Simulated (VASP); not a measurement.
# AlNi3 (Fm-3m) in VASP: notebook

AlNi3 is run at these levels: PBEsol; tasks: single point, relaxation of cell and atoms.

Everything below comes from runs of VASP 6.6.1. Logs are shortened: lines on timing, memory, paths and dates and some standing lists are left out, and cuts for length are marked.

## Step 1: The cell of the first run

It takes space group Fm-3m (No. 225, cubic). The conventional cell has a = 5.579 Å, b = 5.579 Å, c = 5.579 Å, α = 90.00°, β = 90.00°, γ = 90.00°. Within 3.2 Å of Ni (site symmetry -43m) lie 10 Ni at 2.42 to 2.79 Å and 4 Al at 2.42 Å. Ni (site symmetry m-3m) has 8 Ni at 2.42 Å and 6 Al at 2.79 Å within 3.2 Å. Al (site symmetry m-3m) has 14 Ni at 2.42 to 2.79 Å within 3.2 Å.

## Step 2: Single point, PBEsol, collinear spin, ferromagnetic start

INCAR

```
SYSTEM = AlNi3
ALGO = Normal
EDIFF = 1E-6
ENCUT = 520
GGA = PS
ISIF = 2
ISMEAR = -1
ISPIN = 2
LASPH = .TRUE.
LCHARG = .FALSE.
LMAXMIX = 4
LORBIT = 11
LREAL = .FALSE.
LWAVE = .FALSE.
MAGMOM = 1 1 1 0
NBANDS = 28
NELM = 150
PREC = Accurate
SIGMA = 0.05
```

KPOINTS

```
k-points
0
G
  8 8 8
  0 0 0
```

POSCAR

```
AlNi3
1.0
    0.0000000000      2.7892814869      2.7892814869
    2.7892814869      0.0000000000      2.7892814869
    2.7892814869      2.7892814869      0.0000000000
Ni Al
3 1
Direct
    0.7500000000      0.7500000000      0.7500000000
    0.0000000000      0.0000000000      0.0000000000
    0.2500000000      0.2500000000      0.2500000000
    0.5000000000      0.5000000000      0.5000000000
```

Potentials or basis: VASP PAW PBE potentials, release 64 (Ni, Al).

On the command line:

```
> cat potpaw_PBE.64/Ni/POTCAR potpaw_PBE.64/Al/POTCAR > POTCAR
> mpirun -np 1 vasp_std > vasp.out
```

OUTCAR:

```text
SYSTEM = AlNi3
   EDIFF = 1E-6
   ENCUT = 520
   GGA = PS
   ISIF = 2
   ISMEAR = -1
   ISPIN = 2
   LASPH = .TRUE.
   LORBIT = 11
   LREAL = .FALSE.
   NELM = 150
   PREC = Accurate

 ion  position               nearest neighbor table
   1  0.750  0.750  0.750-   4 2.42   4 2.42   4 2.42   2 2.42   4 2.42   2 2.42   2 2.42   2 2.42
                             3 2.79   3 2.79   3 2.79   3 2.79   3 2.79   3 2.79
   2  0.000  0.000  0.000-   1 2.42   1 2.42   1 2.42   1 2.42   3 2.42   3 2.42   3 2.42   3 2.42
                             4 2.79   4 2.79   4 2.79   4 2.79   4 2.79   4 2.79
   3  0.250  0.250  0.250-   2 2.42   2 2.42   2 2.42   2 2.42   4 2.42   4 2.42   4 2.42   4 2.42
                             1 2.79   1 2.79   1 2.79   1 2.79   1 2.79   1 2.79
   4  0.500  0.500  0.500-   3 2.42   3 2.42   3 2.42   1 2.42   3 2.42   1 2.42   1 2.42   1 2.42
                             2 2.79   2 2.79   2 2.79   2 2.79   2 2.79   2 2.79

  LATTYP: Found a face centered cubic cell.
 ALAT       =     5.5785629738

  Lattice vectors:

 A1 = (   0.0000000000,   2.7892814869,   2.7892814869)
 A2 = (   2.7892814869,   0.0000000000,   2.7892814869)
 A3 = (   2.7892814869,   2.7892814869,   0.0000000000)

Analysis of symmetry for initial positions (statically):
=====================================================================
 Subroutine PRICEL returns:
 Original cell was already a primitive cell.

 Routine SETGRP: Setting up the symmetry group for a
 face centered cubic supercell.

 Subroutine GETGRP returns: Found 48 space group operations
 (whereof 48 operations were pure point group operations)
 out of a pool of 48 trial point group operations.

The static configuration has the point symmetry O_h .

Analysis of symmetry for dynamics (positions and initial velocities):
=====================================================================
 Subroutine PRICEL returns:
 Original cell was already a primitive cell.

 Routine SETGRP: Setting up the symmetry group for a
 face centered cubic supercell.

 Subroutine GETGRP returns: Found 48 space group operations
 (whereof 48 operations were pure point group operations)
 out of a pool of 48 trial point group operations.

The dynamic configuration has the point symmetry O_h .

Analysis of structural, dynamic, and magnetic symmetry:
=====================================================================
 Subroutine PRICEL returns:
 Original cell was already a primitive cell.

 Routine SETGRP: Setting up the symmetry group for a
 face centered cubic supercell.

 Subroutine GETGRP returns: Found 48 space group operations
 (whereof 48 operations were pure point group operations)
 out of a pool of 48 trial point group operations.

The overall configuration has the point symmetry O_h .

 Subroutine INISYM returns: Found 48 space group operations
 (whereof 48 operations are pure point group operations),
 and found     1 'primitive' translations

----------------------------------------------------------------------------------------

                                     Primitive cell

  volume of cell :      43.4017

  direct lattice vectors                    reciprocal lattice vectors
     0.000000000  2.789281487  2.789281487    -0.179257634  0.179257634  0.179257634
     2.789281487  0.000000000  2.789281487     0.179257634 -0.179257634  0.179257634
     2.789281487  2.789281487  0.000000000     0.179257634  0.179257634 -0.179257634

  length of vectors
     3.944639708  3.944639708  3.944639708     0.310483330  0.310483330  0.310483330

  position of ions in fractional coordinates (direct lattice)
     0.750000000  0.750000000  0.750000000
     0.000000000  0.000000000  0.000000000
     0.250000000  0.250000000  0.250000000
     0.500000000  0.500000000  0.500000000

  ion indices of the primitive-cell ions
   primitive index   ion index
                 1           1
                 2           2
                 3           3
                 4           4

----------------------------------------------------------------------------------------

 KPOINTS: k-points

Automatic generation of k-mesh.
 Grid dimensions read from file:
 generate k-points for:    8    8    8

 Generating k-lattice:

  Cartesian coordinates                     Fractional coordinates (reciprocal lattice)
    -0.022407204  0.022407204  0.022407204     0.125000000  0.000000000  0.000000000
     0.022407204 -0.022407204  0.022407204     0.000000000  0.125000000  0.000000000
     0.022407204  0.022407204 -0.022407204     0.000000000  0.000000000  0.125000000

  Length of vectors
     0.038810416  0.038810416  0.038810416

  Shift w.r.t. Gamma in fractional coordinates (k-lattice)
     0.000000000  0.000000000  0.000000000

 Subroutine IBZKPT returns following result:
 ===========================================

 Found     29 irreducible k-points:

 Following reciprocal coordinates:
            Coordinates               Weight
  0.000000  0.000000  0.000000      1.000000
  0.125000  0.000000  0.000000      8.000000
  0.250000  0.000000  0.000000      8.000000
  0.375000  0.000000  0.000000      8.000000
  0.500000  0.000000  0.000000      4.000000
  0.125000  0.125000  0.000000      6.000000
[... 16 lines left out ...]
  0.500000  0.250000  0.125000     48.000000
 -0.375000  0.250000  0.125000     24.000000
 [... further k-points ...]
   k-points           NKPTS =     29   k-points in BZ     NKDIM =     29   number of bands    NBANDS=     28
   number of dos      NEDOS =    301   number of ions     NIONS =      4
   total plane-waves  NPLWV =  27000
   dimension x,y,z NGX =    30 NGY =   30 NGZ =   30
   dimension x,y,z NGXF=    60 NGYF=   60 NGZF=   60
   ions per type =               3   1
   NGX,Y,Z   is equivalent  to a cutoff of  12.64, 12.64, 12.64 a.u.
   NGXF,Y,Z  is equivalent  to a cutoff of  25.29, 25.29, 25.29 a.u.
 SYSTEM =  AlNi3
   PREC   = accura    normal or accurate (medium, high low for compatibility)
   ISTART =      0    job   : 0-new  1-cont  2-samecut
   ICHARG =      2    charge: 1-file 2-atom 10-const
   ISPIN  =      2    spin polarized calculation?
   LNONCOLLINEAR =      F non collinear calculations
   LSORBIT =      F    spin-orbit coupling
   LASPH  =      T    aspherical Exc in radial PAW
   ENCUT  =  520.0 eV  38.22 Ry    6.18 a.u.   7.33  7.33  7.33*2*pi/ulx,y,z
   NELM   =    150;   NELMIN=  2; NELMDL= -5     # of ELM steps
   EDIFF  = 0.1E-05   stopping-criterion for ELM
   LREAL  =      F    real-space projection
   EDIFFG = 0.1E-04   stopping-criterion for IOM
   NSW    =      0    number of steps for IOM
   IBRION =     -1    ionic relax: 0-MD 1-quasi-New 2-CG
   NFREE  =      0    steps in history (QN), initial steepest desc. (CG)
   ISIF   =      2    stress and relaxation
   ISYM   =      2    0-nonsym 1-usesym 2-fastsym
   POTIM  = 0.5000    time-step for ionic-motion
   TEBEG  =    0.0;   TEEND  =   0.0 temperature during run
   PSTRESS=    0.0 pullay stress
   NELECT =      33.0000    total number of electrons
   NUPDOWN=      -1.0000    fix difference up-down
   EMIN   =  10.00;   EMAX   =-10.00  energy-range for DOS
   EFERMI =   0.00;   METHOD = LEGACY
   ISMEAR =    -1;   SIGMA  =   0.05  broadening in eV -4-tet -1-fermi 0-gaus
   EFERMI_NEDOS =   21; number of points for ismear=-14 and -15
   IALGO  =     38    algorithm
   IMIX   =      4    mixing-type and parameters
     AMIX     =   0.40;   BMIX     =  1.00
     AMIX_MAG =   1.60;   BMIX_MAG =  1.00
  volume/ion in A,a.u.               =      10.85        73.22
  Fermi-wavevector in a.u.,A,eV,Ry     =   1.494206  2.823640 30.377068  2.232651
  Thomas-Fermi vector in A             =   2.606508
   LORBIT       =     11    0 simple, 1 ext, 2 COOP (PROOUT), +10 PAW based schemes
   GGA     = PS    functional components
   LHFCALC =     F    Hartree Fock is set to
   AEXX    =    0.0000 exact exchange contribution
   IVDW    =     0    specifies the selected vdW correction
   LEPSILON=     F    determine dielectric tensor
   LRPA    =     F    only Hartree local field effects (RPA)
 spin polarized calculation
  energy-cutoff  :      520.00
  volume of cell :       43.40
 maximum number of plane-waves:      1211
 NGX is ok and might be reduce to    30
   NGX = 15   NGY = 15   NGZ = 15

 number of electron      33.0000028 magnetization       0.0008064

 number of electron      33.0000028 magnetization      -0.0002935

 Free energy of the ion-electron system (eV)
  ---------------------------------------------------
  ext. energy  EPLUGINS =         0.00000000
  ---------------------------------------------------
  free energy    TOTEN  =       -24.08447418 eV

  energy without entropy =      -24.06574584  energy(sigma->0) =      -24.07511001

 E-fermi :   9.9868     XC(G=0): -13.0367

 val. band max:        9.9858770663   @ k =  -0.3750   0.5000   0.1250
 cond. band min:       9.9871940842   @ k =  -0.2500   0.5000   0.2500
 fundamental gap:      0.0013170180
 Fermi energy:         9.9868468674

 spin component 1

 k-point     1 :       0.0000    0.0000    0.0000
  band No.  band energies     occupation
      1      -0.3102      1.00000
      2       6.3125      1.00000
      3       6.3125      1.00000
      4       6.4498      1.00000
      5       6.4498      1.00000
      6       6.4498      1.00000
[... 20 lines left out ...]
     27      19.4965      0.00000
     28      22.0298      0.00000

 k-point     2 :       0.1250    0.0000    0.0000
  band No.  band energies     occupation
      1      -0.0757      1.00000
      2       6.2523      1.00000
      3       6.2523      1.00000
      4       6.3228      1.00000
      5       6.6351      1.00000
      6       6.6351      1.00000
[... 674 lines left out ...]
 k-point    24 :      -0.3750    0.2500    0.1250
  band No.  band energies     occupation
      1       3.2422      1.00000
      2       3.9552      1.00000
      3       5.8231      1.00000
      4       6.5678      1.00000
      5       6.7175      1.00000
      6       7.3013      1.00000
[... 20 lines left out ...]
     27      25.2509      0.00000
     28      28.0540      0.00000

 [... further k-points ...]

 spin component 2

 k-point     1 :       0.0000    0.0000    0.0000
  band No.  band energies     occupation
      1      -0.3103      1.00000
      2       6.3125      1.00000
      3       6.3125      1.00000
      4       6.4498      1.00000
      5       6.4498      1.00000
      6       6.4498      1.00000
[... 20 lines left out ...]
     27      19.4964      0.00000
     28      22.0297      0.00000

 k-point     2 :       0.1250    0.0000    0.0000
  band No.  band energies     occupation
      1      -0.0757      1.00000
      2       6.2522      1.00000
      3       6.2522      1.00000
      4       6.3228      1.00000
      5       6.6350      1.00000
      6       6.6350      1.00000
[... 674 lines left out ...]
 k-point    24 :      -0.3750    0.2500    0.1250
  band No.  band energies     occupation
      1       3.2422      1.00000
      2       3.9552      1.00000
      3       5.8231      1.00000
      4       6.5677      1.00000
      5       6.7174      1.00000
      6       7.3012      1.00000
[... 20 lines left out ...]
     27      25.2509      0.00000
     28      28.0546      0.00000

 [... further k-points ...]

------------------------ aborting loop because EDIFF is reached ----------------------------------------

  FORCE on cell =-STRESS in cart. coord.  units (eV):
  Direction    XX          YY          ZZ          XY          YZ          ZX
  --------------------------------------------------------------------------------------
  -------------------------------------------------------------------------------------
  Total        0.5674028      0.5674028      0.5674028      0.0000000      0.0000000     -0.0000000
  in kB       20.9457056     20.9457056     20.9457056      0.0000000      0.0000000     -0.0000000
  external PRESSURE =      20.9457056 kB  Pullay stress =       0.0000000 kB

 VOLUME and BASIS-vectors are now :
 -----------------------------------------------------------------------------
  energy-cutoff  :      520.00
  volume of cell :       43.40
      direct lattice vectors                 reciprocal lattice vectors
     0.000000000  2.789281487  2.789281487    -0.179257634  0.179257634  0.179257634
     2.789281487  0.000000000  2.789281487     0.179257634 -0.179257634  0.179257634
     2.789281487  2.789281487  0.000000000     0.179257634  0.179257634 -0.179257634

 POSITION                                       TOTAL-FORCE (eV/Angst)
 -----------------------------------------------------------------------------------
      4.18392      4.18392      4.18392        -0.000000      0.000000      0.000000
      0.00000      0.00000      0.00000         0.000000     -0.000000      0.000000
      1.39464      1.39464      1.39464        -0.000000      0.000000     -0.000000
      2.78928      2.78928      2.78928         0.000000     -0.000000      0.000000
 -----------------------------------------------------------------------------------
    total drift:                                0.000000     -0.000000      0.000000

  FREE ENERGIE OF THE ION-ELECTRON SYSTEM (eV)
  ---------------------------------------------------
  free  energy   TOTEN  =       -24.0844741831 eV

  energy  without entropy=      -24.0657458387  energy(sigma->0) =      -24.07511001

 total charge

# of ion       s       p       d       tot
------------------------------------------
    1        0.494   0.545   8.453   9.491
    2        0.499   0.525   8.414   9.438
    3        0.494   0.545   8.453   9.491
    4        0.406   0.421   0.000   0.827
--------------------------------------------------
tot          1.893   2.035  25.320  29.248

 magnetization (x)

# of ion       s       p       d       tot
------------------------------------------
    1       -0.000   0.000  -0.000  -0.000
    2       -0.000  -0.000  -0.000  -0.000
    3       -0.000   0.000  -0.000  -0.000
    4        0.000   0.000   0.000   0.000
--------------------------------------------------
tot         -0.000   0.000  -0.000  -0.000
```

Run time: 74 s. Hardware: 1 thread of Intel Xeon Platinum 8488C (Sapphire Rapids), shared host; peak memory 0.21 GiB.

What came out:

| Quantity | Value |
| --- | --- |
| Free energy | -24.0845 eV |
| Pressure | 2.1 GPa |
| Net moment | 0.00 μB per cell |
| Valence electrons inside the program's atomic spheres | Ni 9.49, 9.44; Al 0.83 |

Caveat: the PAW data sets were made with another functional, which shifts forces and pressure a little.

## Step 3: Single point, PBEsol, collinear spin, ferromagnetic start

This run uses another cell than the first one, of 10.96 Å³/atom, 1.010 times its volume.

INCAR

```
SYSTEM = AlNi3
PREC = Accurate
ENCUT = 520
EDIFF = 1E-6
ISMEAR = -1
SIGMA = 0.05
LREAL = .False.
LASPH = .True.
NELM = 150
ALGO = Fast
ISIF = 2
LWAVE = .False.
LCHARG = .False.
ISPIN = 2
MAGMOM = 1 1 1 0
LORBIT = 11
LMAXMIX = 4
GGA = PS
NBANDS = 28
```

KPOINTS

```
Automatic mesh
0
Gamma
  8 8 8
  0 0 0
```

POSCAR

```
AlNi3
1.0
    0.0000000000      2.7985127792      2.7985127792
    2.7985127792      0.0000000000      2.7985127792
    2.7985127792      2.7985127792      0.0000000000
Ni Al
3 1
Direct
    0.7500000000      0.7500000000      0.7500000000
    0.0000000000      0.0000000000      0.0000000000
    0.2500000000      0.2500000000      0.2500000000
    0.5000000000      0.5000000000      0.5000000000
```

Potentials or basis: VASP PAW PBE potentials, release 64 (Ni, Al).

On the command line:

```
> cat potpaw_PBE.64/Ni/POTCAR potpaw_PBE.64/Al/POTCAR > POTCAR
> mpirun -np 1 vasp_std > vasp.out
```

It took 62 s on 1 thread of Intel Xeon Platinum 8488C (Sapphire Rapids), shared host; peak memory 0.21 GiB.

The run converged. Its results:

| Property | Result |
| --- | --- |
| Free energy | -24.0874 eV |
| Pressure | 0.1 GPa |
| Net moment | 0.00 μB per cell |
| Valence electrons inside the program's atomic spheres | Ni 9.47, 9.42; Al 0.82 |

Levels at points of the mesh, in eV from the Fermi level:
Spin up:
```
           k point  band 13  band 14  band 15  band 16  band 17  band 18  band 19  band 20
(0.00, 0.00, 0.00)    -0.55    -0.55    -0.51    -0.51     5.46     5.46     5.46     5.96
(0.50, 0.00, 0.00)    -0.64    -0.64    -0.47    -0.47    -0.14     4.34     4.34     4.83
(0.50, 0.50, 0.00)    -1.05    -0.74    -0.58    -0.36    -0.35    -0.35    -0.03     4.29
```
Spin down:
```csv
k point,band 14,band 15,band 16,band 17,band 18,band 19
"(0.00, 0.00, 0.00)",-0.55,-0.51,-0.51,5.46,5.46,5.46
"(0.50, 0.00, 0.00)",-0.64,-0.47,-0.47,-0.14,4.34,4.34
"(0.50, 0.50, 0.00)",-0.74,-0.58,-0.36,-0.35,-0.35,-0.03
```

Caveat: the PAW data sets were made with another functional, which shifts forces and pressure a little.

[end of part 1 of 2]
